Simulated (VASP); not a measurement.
# Ge5H3 (Germanium) in VASP: a series of runs

The runs below take Ge5H3 (Germanium) through single point, with PBE+D3(BJ).

All numbers are computed with VASP 6.6.1; they aren't measurements. Logs are shortened: lines on timing, memory, paths and dates and some standing lists are left out, and cuts for length are marked.

**1. The cell of the first run**

The cell holds a slab with vacuum, 8 atoms: a = 4.030 Å, b = 4.030 Å, c = 25.612 Å, α = 90.00°, β = 90.00°, γ = 90.00°.

**2. Single point, PBE+D3(BJ)**

INCAR reads:

```
SYSTEM = Ge5H3
  ALGO = Normal
  DIPOL = 0.5 0.5 0.458
  EDIFF = 1E-7
  ENCUT = 520
  GGA = PE
  IDIPOL = 3
  ISIF = 2
  ISMEAR = 0
  IVDW = 12
  LASPH = .True.
  LCHARG = .True.
  LDIPOL = .True.
  LELF = .True.
  LREAL = .False.
  LVACPOTAV = .True.
  LVHAR = .True.
  LWAVE = .False.
  NBANDS = 46
  NELM = 60
  PREC = Accurate
  SIGMA = 0.1
```

KPOINTS reads:

```
k-points
0
Gamma
  7 7 1
  0 0 0
```

POSCAR reads:

```
Ge5H3
1.0
    4.0300782715      0.0000000000      0.0000000000
    0.0000000000      4.0300782715      0.0000000000
    0.0000000000      0.0000000000     25.6116833489
H Ge
3 5
Direct
    0.5000000000      0.8201104081      0.3318797865
    0.5000000000      0.1798895919      0.3318797865
    0.0000000000      0.5000000000      0.6101732185
    0.5000000000      0.5000000000      0.3674999364
    0.0000000000      0.5000000000      0.4231326653
    0.0000000000      0.0000000000      0.4784766202
    0.5000000000      0.0000000000      0.5335852968
    0.5000000000      0.5000000000      0.5902025627
```

Potentials or basis: VASP PAW PBE potentials, release 64 (H, Ge_d).

Launch:

```
$ cat potpaw_PBE.64/H/POTCAR potpaw_PBE.64/Ge_d/POTCAR > POTCAR
$ mpirun -np 1 vasp_std > vasp.out
```

OUTCAR:

```text
SYSTEM = Ge5H3
   EDIFF = 1E-7
   ENCUT = 520
   GGA = PE
   ISIF = 2
   ISMEAR = 0
   IVDW = 12
   LASPH = .True.
   LREAL = .False.
   NELM = 60
   PREC = Accurate
 IVDW          = 12

 ion  position               nearest neighbor table
   1  0.500  0.820  0.332-   4 1.58
   2  0.500  0.180  0.332-   4 1.58
   3  0.000  0.500  0.610-
   4  0.500  0.500  0.367-   1 1.58   2 1.58   5 2.47   5 2.47
   5  0.000  0.500  0.423-   6 2.46   6 2.46   4 2.47   4 2.47
   6  0.000  0.000  0.478-   7 2.46   7 2.46   5 2.46   5 2.46
   7  0.500  0.000  0.534-   6 2.46   6 2.46   8 2.48   8 2.48
   8  0.500  0.500  0.590-   7 2.48   7 2.48

  LATTYP: Found a simple tetragonal cell.
 ALAT       =     4.0300782715
 C/A-ratio  =     6.3551329834

  Lattice vectors:

 A1 = (   4.0300782715,   0.0000000000,   0.0000000000)
 A2 = (   0.0000000000,   4.0300782715,   0.0000000000)
 A3 = (   0.0000000000,   0.0000000000,  25.6116833489)

Analysis of symmetry for initial positions (statically):
=====================================================================
 Subroutine PRICEL returns:
 Original cell was already a primitive cell.

 Routine SETGRP: Setting up the symmetry group for a
 simple tetragonal supercell.

 Subroutine GETGRP returns: Found  4 space group operations
 (whereof  4 operations were pure point group operations)
 out of a pool of 16 trial point group operations.

The static configuration has the point symmetry C_2v.

Analysis of symmetry for dynamics (positions and initial velocities):
=====================================================================
 Subroutine PRICEL returns:
 Original cell was already a primitive cell.

 Routine SETGRP: Setting up the symmetry group for a
 simple tetragonal supercell.

 Subroutine GETGRP returns: Found  4 space group operations
 (whereof  4 operations were pure point group operations)
 out of a pool of 16 trial point group operations.

The dynamic configuration has the point symmetry C_2v.

 Subroutine INISYM returns: Found  4 space group operations
 (whereof  4 operations are pure point group operations),
 and found     1 'primitive' translations

----------------------------------------------------------------------------------------

                                     Primitive cell

  volume of cell :     415.9729

  direct lattice vectors                    reciprocal lattice vectors
     4.030078271  0.000000000  0.000000000     0.248134139  0.000000000  0.000000000
     0.000000000  4.030078271  0.000000000     0.000000000  0.248134139  0.000000000
     0.000000000  0.000000000 25.611683349     0.000000000  0.000000000  0.039044681

  length of vectors
     4.030078271  4.030078271 25.611683349     0.248134139  0.248134139  0.039044681

  position of ions in fractional coordinates (direct lattice)
     0.500000000  0.820110408  0.331879786
     0.500000000  0.179889592  0.331879786
     0.000000000  0.500000000  0.610173219
     0.500000000  0.500000000  0.367499936
     0.000000000  0.500000000  0.423132665
     0.000000000  0.000000000  0.478476620
     0.500000000  0.000000000  0.533585297
     0.500000000  0.500000000  0.590202563

  ion indices of the primitive-cell ions
   primitive index   ion index
                 1           1
                 2           2
                 3           3
                 4           4
                 5           5
                 6           6
                 7           7
                 8           8

----------------------------------------------------------------------------------------

 KPOINTS: k-points

Automatic generation of k-mesh.
 Grid dimensions read from file:
 generate k-points for:    7    7    1

 Generating k-lattice:

  Cartesian coordinates                     Fractional coordinates (reciprocal lattice)
     0.035447734  0.000000000  0.000000000     0.142857143  0.000000000  0.000000000
     0.000000000  0.035447734  0.000000000     0.000000000  0.142857143  0.000000000
     0.000000000  0.000000000  0.039044681     0.000000000  0.000000000  1.000000000

  Length of vectors
     0.035447734  0.035447734  0.039044681

  Shift w.r.t. Gamma in fractional coordinates (k-lattice)
     0.000000000  0.000000000  0.000000000

 Subroutine IBZKPT returns following result:
 ===========================================

 Found     16 irreducible k-points:

 Following reciprocal coordinates:
            Coordinates               Weight
  0.000000  0.000000  0.000000      1.000000
  0.142857  0.000000  0.000000      2.000000
  0.000000  0.142857  0.000000      2.000000
  0.285714  0.000000  0.000000      2.000000
  0.000000  0.285714  0.000000      2.000000
  0.428571  0.000000  0.000000      2.000000
[... 8 lines left out ...]
 -0.285714  0.428571  0.000000      4.000000
  0.428571  0.428571  0.000000      4.000000
   k-points           NKPTS =     16   k-points in BZ     NKDIM =     16   number of bands    NBANDS=     46
   number of dos      NEDOS =    301   number of ions     NIONS =      8
   total plane-waves  NPLWV = 172800
   dimension x,y,z NGX =    30 NGY =   30 NGZ =  192
   dimension x,y,z NGXF=    60 NGYF=   60 NGZF=  384
   ions per type =               3   5
   NGX,Y,Z   is equivalent  to a cutoff of  12.38, 12.38, 12.46 a.u.
   NGXF,Y,Z  is equivalent  to a cutoff of  24.75, 24.75, 24.93 a.u.
 SYSTEM =  Ge5H3
   PREC   = accura    normal or accurate (medium, high low for compatibility)
   ISTART =      0    job   : 0-new  1-cont  2-samecut
   ICHARG =      2    charge: 1-file 2-atom 10-const
   ISPIN  =      1    spin polarized calculation?
   LNONCOLLINEAR =      F non collinear calculations
   LSORBIT =      F    spin-orbit coupling
   LASPH  =      T    aspherical Exc in radial PAW
   ENCUT  =  520.0 eV  38.22 Ry    6.18 a.u.   7.49  7.49 47.62*2*pi/ulx,y,z
   NELM   =     60;   NELMIN=  2; NELMDL= -5     # of ELM steps
   EDIFF  = 0.1E-06   stopping-criterion for ELM
   LREAL  =      F    real-space projection
   EDIFFG = 0.1E-05   stopping-criterion for IOM
   NSW    =      0    number of steps for IOM
   IBRION =     -1    ionic relax: 0-MD 1-quasi-New 2-CG
   NFREE  =      0    steps in history (QN), initial steepest desc. (CG)
   ISIF   =      2    stress and relaxation
   ISYM   =      2    0-nonsym 1-usesym 2-fastsym
   POTIM  = 0.5000    time-step for ionic-motion
   TEBEG  =    0.0;   TEEND  =   0.0 temperature during run
   PSTRESS=    0.0 pullay stress
   NELECT =      73.0000    total number of electrons
   NUPDOWN=      -1.0000    fix difference up-down
   EMIN   =  10.00;   EMAX   =-10.00  energy-range for DOS
   EFERMI =   0.00;   METHOD = LEGACY
   ISMEAR =     0;   SIGMA  =   0.10  broadening in eV -4-tet -1-fermi 0-gaus
   EFERMI_NEDOS =   21; number of points for ismear=-14 and -15
   IALGO  =     38    algorithm
   IMIX   =      4    mixing-type and parameters
     AMIX     =   0.40;   BMIX     =  1.00
     AMIX_MAG =   1.60;   BMIX_MAG =  1.00
  volume/ion in A,a.u.               =      52.00       350.89
  Fermi-wavevector in a.u.,A,eV,Ry     =   0.916560  1.732047 11.430005  0.840082
  Thomas-Fermi vector in A             =   2.041429
   LORBIT       =      0    0 simple, 1 ext, 2 COOP (PROOUT), +10 PAW based schemes
   GGA     = PE    functional components
   LHFCALC =     F    Hartree Fock is set to
   AEXX    =    0.0000 exact exchange contribution
   IVDW    =    12    specifies the selected vdW correction
   LEPSILON=     F    determine dielectric tensor
   LRPA    =     F    only Hartree local field effects (RPA)
 non-spin polarized calculation
 Gauss-broadening in eV      SIGMA  =   0.10
  energy-cutoff  :      520.00
  volume of cell :      415.97
 maximum number of plane-waves:     11265
 NGX is ok and might be reduce to    30
   NGX = 15   NGY = 15   NGZ = 95

 dipolmoment           0.000000      0.000000     -0.044986 electrons x Angstroem

 number of electron      72.9999894 magnetization

 dipolmoment           0.000000      0.000000      0.029027 electrons x Angstroem

 Free energy of the ion-electron system (eV)
  ---------------------------------------------------
  ext. energy  EPLUGINS =         0.00000000
  ---------------------------------------------------
  free energy    TOTEN  =       -30.71814122 eV

  energy without entropy =      -30.71332289  energy(sigma->0) =      -30.71573205

 E-fermi :  -2.1205     XC(G=0):  -3.5747

 val. band max:       -2.2212831713   @ k =   0.2857   0.0000   0.0000
 cond. band min:      -2.0441371599   @ k =   0.2857   0.1429   0.0000
 fundamental gap:      0.1771460114
 Fermi energy:        -2.1204958843

 k-point     1 :       0.0000    0.0000    0.0000
  band No.  band energies     occupation
      1     -26.4477      2.00000
      2     -26.3923      2.00000
      3     -26.3890      2.00000
      4     -26.3784      2.00000
      5     -26.3533      2.00000
      6     -26.3436      2.00000
[... 38 lines left out ...]
     45       2.1124      0.00000
     46       2.5347      0.00000

 k-point     2 :       0.1429    0.0000    0.0000
  band No.  band energies     occupation
      1     -26.4484      2.00000
      2     -26.4039      2.00000
      3     -26.3825      2.00000
      4     -26.3744      2.00000
      5     -26.3517      2.00000
      6     -26.3455      2.00000
[... 38 lines left out ...]
     45       2.1919      0.00000
     46       2.7033      0.00000

 k-point     3 :       0.0000    0.1429    0.0000
  band No.  band energies     occupation
      1     -26.4517      2.00000
      2     -26.3936      2.00000
      3     -26.3917      2.00000
      4     -26.3653      2.00000
      5     -26.3635      2.00000
      6     -26.3370      2.00000
[... 626 lines left out ...]
     45       3.9330      0.00000
     46       4.5953      0.00000

 k-point    16 :       0.4286    0.4286    0.0000
  band No.  band energies     occupation
      1     -26.4469      2.00000
      2     -26.4304      2.00000
      3     -26.3935      2.00000
      4     -26.3694      2.00000
      5     -26.3365      2.00000
      6     -26.3215      2.00000
[... 38 lines left out ...]
     45       3.9411      0.00000
     46       5.1322      0.00000

------------------------ aborting loop because EDIFF is reached ----------------------------------------

 Edisp (eV)   -1.25648

 E8    (eV) :    -0.5528

  FORCE on cell =-STRESS in cart. coord.  units (eV):
  Direction    XX          YY          ZZ          XY          YZ          ZX
  --------------------------------------------------------------------------------------
  -------------------------------------------------------------------------------------
  Total      -4.33441     1.17236    -0.67109     0.00000     0.00000     0.00000
  in kB     -16.69456     4.51551    -2.58481     0.00000     0.00000     0.00000
  external pressure =       -4.92 kB  Pullay stress =        0.00 kB

 VOLUME and BASIS-vectors are now :
 -----------------------------------------------------------------------------
  energy-cutoff  :      520.00
  volume of cell :      415.97
      direct lattice vectors                 reciprocal lattice vectors
     4.030078271  0.000000000  0.000000000     0.248134139  0.000000000  0.000000000
     0.000000000  4.030078271  0.000000000     0.000000000  0.248134139  0.000000000
     0.000000000  0.000000000 25.611683349     0.000000000  0.000000000  0.039044681

 POSITION                                       TOTAL-FORCE (eV/Angst)
 -----------------------------------------------------------------------------------
      2.01504      3.30511      8.50000         0.000000     -0.542263      0.197992
      2.01504      0.72497      8.50000         0.000000      0.542263      0.197992
      0.00000      2.01504     15.62756         0.000000      0.000000      0.002377
      2.01504      2.01504      9.41229         0.000000      0.000000     -0.220499
      0.00000      2.01504     10.83714         0.000000      0.000000     -0.174072
      0.00000      0.00000     12.25459         0.000000      0.000000      0.000004
      2.01504      0.00000     13.66602         0.000000      0.000000     -0.001012
      2.01504      2.01504     15.11608         0.000000      0.000000     -0.002782
 -----------------------------------------------------------------------------------
    total drift:                                0.000000      0.000000     -0.004287

  FREE ENERGIE OF THE ION-ELECTRON SYSTEM (eV)
  ---------------------------------------------------
  free  energy   TOTEN  =       -31.9746175155 eV

  energy  without entropy=      -31.9697991838  energy(sigma->0) =      -31.97220835

 vacuum level on the upper side and lower side of the slab         2.793         2.470
```

Wall time 10 min (1 thread of Intel Xeon 6975P-C, shared host); peak memory 0.58 GiB.

What came out:

| Property | Result |
| --- | --- |
| Free energy | -31.9746 eV |
| Largest force | 0.577 eV/Å |
| Dispersion energy per atom | -0.157 eV |

Forces on the atoms (eV/Å):
```
H    0.000 -0.542  0.198
H    0.000  0.542  0.198
H    0.000  0.000  0.002
Ge   0.000  0.000 -0.220
Ge   0.000  0.000 -0.174
Ge   0.000  0.000  0.000
Ge   0.000  0.000 -0.001
Ge   0.000  0.000 -0.003
```

(Continued in part 2 of 2.)
